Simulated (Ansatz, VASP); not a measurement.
Sb in VASP and in Ansatz

Contents of POSCAR:

```
Sb
1.0
    2.1506003320      1.2416496806      3.7440000000
   -2.1506003320      1.2416496806      3.7440000000
    0.0000000000     -2.4832993611      3.7440000000
Sb
2
Direct
    0.2336400000      0.2336400000      0.2336400000
    0.7663600000      0.7663600000      0.7663600000
```

INCAR.step1

```
SYSTEM = Sb
ALGO = Normal
EDIFF = 1E-5
ENCUT = 440
GGA = PE
GGA_COMPAT = .False.
ISMEAR = -1
LASPH = .True.
LCHARG = .False.
LREAL = .False.
LWAVE = .True.
NBANDS = 22
NELM = 120
PREC = Accurate
SIGMA = 0.05
```

Contents of INCAR.step2:

```
SYSTEM = Sb
ALGO = Normal
EDIFF = 1E-8
ENCUT = 440
GGA_COMPAT = .False.
ISIF = 2
ISMEAR = -1
ISTART = 1
LASPH = .True.
LCHARG = .False.
LEFG = .True.
LMIXTAU = .True.
LREAL = .False.
LWAVE = .False.
METAGGA = R2SCAN
NBANDS = 22
NELM = 120
PREC = Accurate
SIGMA = 0.05
```

Contents of KPOINTS:

```
k-points
0
Gamma
  9 9 9
  0 0 0
```

Input for Ansatz:

```yaml
crystal:
  lattice:
    - [2.150600332, 1.2416496806, 3.744]
    - [-2.150600332, 1.2416496806, 3.744]
    - [0.0, -2.4832993611, 3.744]
  atoms:
    - { symbol: Sb, position: [0.23364, 0.23364, 0.23364] }
    - { symbol: Sb, position: [0.76636, 0.76636, 0.76636] }
kpoints:
  mp_grid: { grid: [9, 9, 9] }
  band_path:
    path:
      - [0.0, 0.0, 0.0]
      - [0.5, 0.5, 0.5]
      - [0.7600111779, 0.2399888221, 0.5]
      - [0.5, -0.2399888221, 0.2399888221]
      - [0.5, 0.0, 0.0]
      - [0.0, 0.0, 0.0]
      - [0.369994411, -0.369994411, 0.0]
      - [0.630005589, 0.0, 0.369994411]
      - [0.5, 0.0, 0.5]
    npoints: 5
scf:
  occupations: { method: fermi_dirac, width: 0.05 }
hamiltonian:
  xc: r2scan
  pseudopotentials: { kind: paw }
output:
  forces: true
  stress: true
  eigenvalues: true
  efg: { contact_densities: true }
```

Alike in both runs: task electric field gradients; functional r2SCAN; k mesh 9 × 9 × 9; occupations fermi-dirac, width 0.05 eV; no spin polarisation.

|  | VASP | Ansatz |
| --- | --- | --- |
| version | VASP 6.6.1 | Ansatz 0.2.0 |
| potentials or method | VASP PAW PBE potentials, release 64 (Sb_d_GW) | PAW with Ansatz's default frozen-core files, scalar-relativistic |
| plane-wave cutoff (eV) | 440 | 500 |
| valence electrons in the cell | 30 | 30 |

|  | VASP | Ansatz | Ansatz less VASP |
| --- | --- | --- | --- |
| pressure (GPa) | 2.1 | 2.1 | -0.03 |
| traceless stress, the component that is largest in VASP (GPa) | -0.11 | -0.10 | +0.008 |
| rms of the force components (eV/Å) | 0.026 | 0.018 | -0.0072 |
| size of Vzz on the site where it differs most (V/Å²) | 60.8 | 61.5 | +0.77 |

VASP's potentials were made for PBE, not for r2SCAN. Atom by atom the forces differ by 0.007 eV/Å (rms over components). The functional is the same, so the differences come from potentials, cutoffs and numerics.

Spin-orbit coupling is off throughout.
